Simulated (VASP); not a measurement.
# As in VASP: a series of runs

The runs below take As through single point, with LDA.

Everything below comes from runs of VASP 6.6.1. Logs are shortened: lines on timing, memory, paths and dates and some standing lists are left out, and cuts for length are marked.

## 1. The cell of the first run

The cell holds a slab with vacuum, 2 atoms: a = 3.576 Å, b = 3.576 Å, c = 28.000 Å, α = 90.00°, β = 90.00°, γ = 120.00°.

## 2. Single point, LDA

INCAR reads:

```
PREC = Accurate ; ENCUT = 520
EDIFF = 1E-7 ; ISMEAR = 0
SIGMA = 0.02 ; LREAL = F
LASPH = T ; NELM = 100
ALGO = Normal ; ISIF = 2
LWAVE = F ; LCHARG = F
LDIPOL = T ; IDIPOL = 3
DIPOL = 0.5 0.5 0.500 ; NBANDS = 12
```

KPOINTS reads:

```
Automatic mesh
0
Gamma
  9 9 1
```

POSCAR reads:

```
As
1.0
    3.5760000000      0.0000000000      0.0000000000
   -1.7880000000      3.0969068439      0.0000000000
    0.0000000000      0.0000000000     28.0000000000
As
2
Direct
    0.3333333333      0.6666666667      0.5000000000
    0.6666666667      0.3333333333      0.5000000000
```

Potentials or basis: VASP PAW LDA potentials, release 64 (As).

Run with:

```console
$ cat potpaw_LDA.64/As/POTCAR > POTCAR
$ mpirun -np 1 vasp_std > vasp.out
```

OUTCAR:

```text
PREC = Accurate
   ENCUT = 520
   EDIFF = 1E-7
   ISMEAR = 0
   LREAL = F
   LASPH = T
   NELM = 100
   ISIF = 2

 ion  position               nearest neighbor table
   1  0.333  0.667  0.500-   2 2.06   2 2.06   2 2.06
   2  0.667  0.333  0.500-   1 2.06   1 2.06   1 2.06

  LATTYP: Found a hexagonal cell.
 ALAT       =     3.5760000000
 C/A-ratio  =     7.8299776286

  Lattice vectors:

 A1 = (   3.5760000000,   0.0000000000,   0.0000000000)
 A2 = (  -1.7880000000,   3.0969068439,   0.0000000000)
 A3 = (   0.0000000000,   0.0000000000,  28.0000000000)

Analysis of symmetry for initial positions (statically):
=====================================================================
 Subroutine PRICEL returns:
 Original cell was already a primitive cell.

 Routine SETGRP: Setting up the symmetry group for a
 hexagonal supercell.

 Subroutine GETGRP returns: Found 24 space group operations
 (whereof 24 operations were pure point group operations)
 out of a pool of 24 trial point group operations.

The static configuration has the point symmetry D_6h.

Analysis of symmetry for dynamics (positions and initial velocities):
=====================================================================
 Subroutine PRICEL returns:
 Original cell was already a primitive cell.

 Routine SETGRP: Setting up the symmetry group for a
 hexagonal supercell.

 Subroutine GETGRP returns: Found 24 space group operations
 (whereof 24 operations were pure point group operations)
 out of a pool of 24 trial point group operations.

The dynamic configuration has the point symmetry D_6h.

 Subroutine INISYM returns: Found 24 space group operations
 (whereof 24 operations are pure point group operations),
 and found     1 'primitive' translations

----------------------------------------------------------------------------------------

                                     Primitive cell

  volume of cell :     310.0871

  direct lattice vectors                    reciprocal lattice vectors
     3.576000000  0.000000000  0.000000000     0.279642058  0.161451418  0.000000000
    -1.788000000  3.096906844  0.000000000     0.000000000  0.322902835  0.000000000
     0.000000000  0.000000000 28.000000000     0.000000000  0.000000000  0.035714286

  length of vectors
     3.576000000  3.576000000 28.000000000     0.322902835  0.322902835  0.035714286

  position of ions in fractional coordinates (direct lattice)
     0.333333333  0.666666667  0.500000000
     0.666666667  0.333333333  0.500000000

  ion indices of the primitive-cell ions
   primitive index   ion index
                 1           1
                 2           2

----------------------------------------------------------------------------------------

 KPOINTS: Automatic mesh

Automatic generation of k-mesh.
 Grid dimensions read from file:
 generate k-points for:    9    9    1

 Generating k-lattice:

  Cartesian coordinates                     Fractional coordinates (reciprocal lattice)
     0.031071340  0.017939046  0.000000000     0.111111111 -0.000000000  0.000000000
     0.000000000  0.035878093  0.000000000     0.000000000  0.111111111  0.000000000
     0.000000000  0.000000000  0.035714286     0.000000000  0.000000000  1.000000000

  Length of vectors
     0.035878093  0.035878093  0.035714286

  Shift w.r.t. Gamma in fractional coordinates (k-lattice)
     0.000000000  0.000000000  0.000000000

 Subroutine IBZKPT returns following result:
 ===========================================

 Found     12 irreducible k-points:

 Following reciprocal coordinates:
            Coordinates               Weight
  0.000000  0.000000  0.000000      1.000000
  0.111111 -0.000000  0.000000      6.000000
  0.222222 -0.000000  0.000000      6.000000
  0.333333 -0.000000  0.000000      6.000000
  0.444444 -0.000000  0.000000      6.000000
  0.111111  0.111111  0.000000      6.000000
  0.222222  0.111111  0.000000     12.000000
  0.333333  0.111111  0.000000     12.000000
  0.444444  0.111111  0.000000      6.000000
  0.222222  0.222222  0.000000      6.000000
  0.333333  0.222222  0.000000     12.000000
  0.333333  0.333333  0.000000      2.000000
   k-points           NKPTS =     12   k-points in BZ     NKDIM =     12   number of bands    NBANDS=     12
   number of dos      NEDOS =    301   number of ions     NIONS =      2
   total plane-waves  NPLWV = 164640
   dimension x,y,z NGX =    28 NGY =   28 NGZ =  210
   dimension x,y,z NGXF=    56 NGYF=   56 NGZF=  420
   ions per type =               2
   NGX,Y,Z   is equivalent  to a cutoff of  13.02, 13.02, 12.47 a.u.
   NGXF,Y,Z  is equivalent  to a cutoff of  26.03, 26.03, 24.94 a.u.
 SYSTEM =  unknown system
   PREC   = accura    normal or accurate (medium, high low for compatibility)
   ISTART =      0    job   : 0-new  1-cont  2-samecut
   ICHARG =      2    charge: 1-file 2-atom 10-const
   ISPIN  =      1    spin polarized calculation?
   LNONCOLLINEAR =      F non collinear calculations
   LSORBIT =      F    spin-orbit coupling
   LASPH  =      T    aspherical Exc in radial PAW
   ENCUT  =  520.0 eV  38.22 Ry    6.18 a.u.   6.65  6.65 52.06*2*pi/ulx,y,z
   NELM   =    100;   NELMIN=  2; NELMDL= -5     # of ELM steps
   EDIFF  = 0.1E-06   stopping-criterion for ELM
   LREAL  =      F    real-space projection
   EDIFFG = 0.1E-05   stopping-criterion for IOM
   NSW    =      0    number of steps for IOM
   IBRION =     -1    ionic relax: 0-MD 1-quasi-New 2-CG
   NFREE  =      0    steps in history (QN), initial steepest desc. (CG)
   ISIF   =      2    stress and relaxation
   ISYM   =      2    0-nonsym 1-usesym 2-fastsym
   POTIM  = 0.5000    time-step for ionic-motion
   TEBEG  =    0.0;   TEEND  =   0.0 temperature during run
   PSTRESS=    0.0 pullay stress
   NELECT =      10.0000    total number of electrons
   NUPDOWN=      -1.0000    fix difference up-down
   EMIN   =  10.00;   EMAX   =-10.00  energy-range for DOS
   EFERMI =   0.00;   METHOD = LEGACY
   ISMEAR =     0;   SIGMA  =   0.02  broadening in eV -4-tet -1-fermi 0-gaus
   EFERMI_NEDOS =   21; number of points for ismear=-14 and -15
   IALGO  =     38    algorithm
   IMIX   =      4    mixing-type and parameters
     AMIX     =   0.40;   BMIX     =  1.00
     AMIX_MAG =   1.60;   BMIX_MAG =  1.00
  volume/ion in A,a.u.               =     155.04      1046.29
  Fermi-wavevector in a.u.,A,eV,Ry     =   0.521091  0.984719  3.694470  0.271536
  Thomas-Fermi vector in A             =   1.539255
   LORBIT       =      0    0 simple, 1 ext, 2 COOP (PROOUT), +10 PAW based schemes
   GGA     = CA    functional components
   LHFCALC =     F    Hartree Fock is set to
   AEXX    =    0.0000 exact exchange contribution
   IVDW    =     0    specifies the selected vdW correction
   LEPSILON=     F    determine dielectric tensor
   LRPA    =     F    only Hartree local field effects (RPA)
 non-spin polarized calculation
 Gauss-broadening in eV      SIGMA  =   0.02
  energy-cutoff  :      520.00
  volume of cell :      310.09
 maximum number of plane-waves:      8445
 NGX is ok and might be reduce to    28
   NGX = 13   NGY = 13   NGZ =105

 dipolmoment           0.000000      0.000000      0.000000 electrons x Angstroem

 number of electron      10.0000001 magnetization

 dipolmoment           0.000000      0.000000     -0.000000 electrons x Angstroem

 Free energy of the ion-electron system (eV)
  ---------------------------------------------------
  ext. energy  EPLUGINS =         0.00000000
  ---------------------------------------------------
  free energy    TOTEN  =        -5.91848384 eV

  energy without entropy =       -5.91848384  energy(sigma->0) =       -5.91848384

 E-fermi :  -2.8402     XC(G=0):  -1.6787

 val. band max:       -2.9916508110   @ k =   0.3333   0.1111   0.0000
 cond. band min:      -2.6637936968   @ k =   0.2222   0.1111   0.0000
 fundamental gap:      0.3278571142
 Fermi energy:        -2.8402010213

 k-point     1 :       0.0000    0.0000    0.0000
  band No.  band energies     occupation
      1     -20.4692      2.00000
      2      -8.8838      2.00000
      3      -7.5960      2.00000
      4      -7.5960      2.00000
      5      -4.8390      2.00000
      6      -1.3514      0.00000
      7      -1.3514      0.00000
      8      -0.5451      0.00000
      9       1.0304      0.00000
     10       1.3828      0.00000
     11       1.7740      0.00000
     12       1.9214      0.00000

 k-point     2 :       0.1111   -0.0000    0.0000
  band No.  band energies     occupation
      1     -20.2946      2.00000
      2      -9.1687      2.00000
      3      -8.7040      2.00000
      4      -7.9309      2.00000
      5      -3.6540      2.00000
      6      -1.2679      0.00000
      7      -0.6567      0.00000
      8      -0.3453      0.00000
      9       1.2167      0.00000
     10       1.5763      0.00000
     11       1.6529      0.00000
     12       1.9657      0.00000

 k-point     3 :       0.2222   -0.0000    0.0000
  band No.  band energies     occupation
      1     -19.7773      2.00000
      2     -11.4809      2.00000
      3      -8.6033      2.00000
      4      -8.1742      2.00000
      5      -3.5033      2.00000
      6      -0.1768      0.00000
      7       0.1870      0.00000
      8       0.5451      0.00000
      9       1.0887      0.00000
     10       1.7784      0.00000
     11       2.1568      0.00000
     12       2.5380      0.00000

 k-point     4 :       0.3333   -0.0000    0.0000
  band No.  band energies     occupation
      1     -18.9497      2.00000
      2     -13.6078      2.00000
      3      -9.1962      2.00000
      4      -7.3382      2.00000
      5      -3.9936      2.00000
      6      -2.0697      0.00000
      7       1.1359      0.00000
      8       2.6789      0.00000
      9       3.1235      0.00000
     10       3.1249      0.00000
     11       3.4397      0.00000
     12       3.4778      0.00000

 k-point     5 :       0.4444   -0.0000    0.0000
  band No.  band energies     occupation
      1     -17.9972      2.00000
      2     -15.2301      2.00000
      3      -9.5239      2.00000
      4      -6.4030      2.00000
      5      -4.2998      2.00000
      6      -3.5732      2.00000
      7       2.3885      0.00000
      8       3.6848      0.00000
      9       3.8808      0.00000
     10       4.4782      0.00000
     11       4.5789      0.00000
     12       4.9991      0.00000

 k-point     6 :       0.1111    0.1111    0.0000
  band No.  band energies     occupation
      1     -19.9483      2.00000
      2     -10.7911      2.00000
      3      -8.6216      2.00000
      4      -8.3487      2.00000
      5      -2.6502      0.00000
      6      -1.3820      0.00000
      7       0.0333      0.00000
      8       0.3771      0.00000
      9       1.1916      0.00000
     10       1.5851      0.00000
     11       1.9634      0.00000
     12       2.3449      0.00000

 k-point     7 :       0.2222    0.1111    0.0000
  band No.  band energies     occupation
      1     -19.2705      2.00000
      2     -12.7576      2.00000
      3      -9.4843      2.00000
      4      -7.6597      2.00000
      5      -2.6638      0.00000
      6      -1.3301      0.00000
      7       0.1398      0.00000
      8       0.7810      0.00000
      9       2.2690      0.00000
     10       2.7371      0.00000
     11       3.0728      0.00000
     12       3.2698      0.00000

 k-point     8 :       0.3333    0.1111    0.0000
  band No.  band energies     occupation
      1     -18.3297      2.00000
      2     -14.5747      2.00000
      3     -10.0602      2.00000
      4      -6.7206      2.00000
      5      -3.0677      2.00000
      6      -2.9917      2.00000
      7       1.8600      0.00000
      8       2.6283      0.00000
      9       2.6917      0.00000
     10       3.7842      0.00000
     11       3.8971      0.00000
     12       4.3471      0.00000

 k-point     9 :       0.4444    0.1111    0.0000
  band No.  band energies     occupation
      1     -17.6320      2.00000
      2     -15.5781      2.00000
      3     -10.2573      2.00000
      4      -6.0481      2.00000
      5      -3.9215      2.00000
      6      -3.2200      2.00000
      7       2.5838      0.00000
      8       3.0160      0.00000
      9       3.4399      0.00000
     10       5.0268      0.00000
     11       5.2926      0.00000
     12       5.3484      0.00000

 k-point    10 :       0.2222    0.2222    0.0000
  band No.  band energies     occupation
      1     -18.4556      2.00000
      2     -14.1718      2.00000
      3     -10.5922      2.00000
      4      -6.8413      2.00000
      5      -2.6611      0.00000
      6      -0.7742      0.00000
      7      -0.1394      0.00000
      8       1.6824      0.00000
      9       2.0739      0.00000
     10       3.5427      0.00000
     11       3.7038      0.00000
     12       4.1478      0.00000

 k-point    11 :       0.3333    0.2222    0.0000
  band No.  band energies     occupation
      1     -17.4673      2.00000
      2     -15.5066      2.00000
      3     -11.2036      2.00000
      4      -5.8685      2.00000
      5      -3.9231      2.00000
      6      -0.7900      0.00000
      7       1.4485      0.00000
      8       2.1797      0.00000
      9       2.8546      0.00000
     10       4.7911      0.00000
     11       4.8830      0.00000
     12       5.0485      0.00000

 k-point    12 :       0.3333    0.3333    0.0000
  band No.  band energies     occupation
      1     -16.4780      2.00000
      2     -16.4780      2.00000
      3     -11.6760      2.00000
      4      -4.8933      2.00000
      5      -4.8933      2.00000
      6       0.9476      0.00000
      7       1.7288      0.00000
      8       1.7288      0.00000
      9       2.6611      0.00000
     10       4.4900      0.00000
     11       4.4900      0.00000
     12       5.5915      0.00000

------------------------ aborting loop because EDIFF is reached ----------------------------------------

 vacuum level on the upper side and lower side of the slab       (xc-potential included)        -0.011        -0.011

  FORCE on cell =-STRESS in cart. coord.  units (eV):
  Direction    XX          YY          ZZ          XY          YZ          ZX
  --------------------------------------------------------------------------------------
  -------------------------------------------------------------------------------------
  Total       20.6473970     20.6473970     -0.0026509      0.0000000      0.0000000      0.0000000
  in kB      106.6822602    106.6822602     -0.0136969      0.0000000      0.0000000      0.0000000
  external PRESSURE =      71.1169412 kB  Pullay stress =       0.0000000 kB

 VOLUME and BASIS-vectors are now :
 -----------------------------------------------------------------------------
  energy-cutoff  :      520.00
  volume of cell :      310.09
      direct lattice vectors                 reciprocal lattice vectors
     3.576000000  0.000000000  0.000000000     0.279642058  0.161451418  0.000000000
    -1.788000000  3.096906844  0.000000000     0.000000000  0.322902835  0.000000000
     0.000000000  0.000000000 28.000000000     0.000000000  0.000000000  0.035714286

 POSITION                                       TOTAL-FORCE (eV/Angst)
 -----------------------------------------------------------------------------------
     -0.00000      2.06460     14.00000         0.000000     -0.000000     -0.000000
      1.78800      1.03230     14.00000        -0.000000      0.000000      0.000000
 -----------------------------------------------------------------------------------
    total drift:                               -0.000000     -0.000000     -0.000000

  FREE ENERGIE OF THE ION-ELECTRON SYSTEM (eV)
  ---------------------------------------------------
  free  energy   TOTEN  =        -5.9184838354 eV

  energy  without entropy=       -5.9184838354  energy(sigma->0) =       -5.91848384

 vacuum level on the upper side and lower side of the slab         1.323         1.323
```

Wall time 61 s (1 thread of Intel Xeon Platinum 8488C (Sapphire Rapids), shared host); peak memory 0.31 GiB.

Results:

| Property | Result |
| --- | --- |
| Free energy | -5.9185 eV |
| Band gap on the k mesh | zero (band 5 reaches -2.65 eV, above the bottom of band 6 at -3.57 eV) |

(Part 1 of 2 ends here.)
